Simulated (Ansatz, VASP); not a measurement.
ZnCu: VASP beside Ansatz

```
Zn Cu
1.0
     2.94500    0.00000    0.00000
     0.00000    2.98917    0.00000
     0.00000    0.00000    2.94500
Zn Cu
1 1
Direct
  0.50000 0.50000 0.50000
  0.00000 0.00000 0.00000
```

Change from the starting cell: strain +0.0150 x Voigt [0, 1, 0, 0, 0, 0], atoms carried along.

Alike in both runs: task single point; functional PBE; k mesh 16 × 16 × 16; occupations gaussian, width 0.15 eV; no spin polarisation.

|  | VASP | Ansatz |
| --- | --- | --- |
| version | VASP 6.6.1 | Ansatz 0.2.0 |
| potentials or method | VASP PAW PBE potentials, release 64 (Zn, Cu), cutoff 520 eV | scalar-relativistic, plane waves, PAW |
| valence electrons in the cell | 23 | 31 |

```csv
,VASP,Ansatz,Ansatz less VASP
gap on the k mesh at the Fermi level (eV),none,none,-
pressure (GPa),1.4,0.5,-0.86
```

A gap of «none» marks a metal or a gap that the smearing closes. VASP's potentials hold 23 valence electrons a cell and Ansatz's 31, so a difference there can come from the potentials and not from the codes.
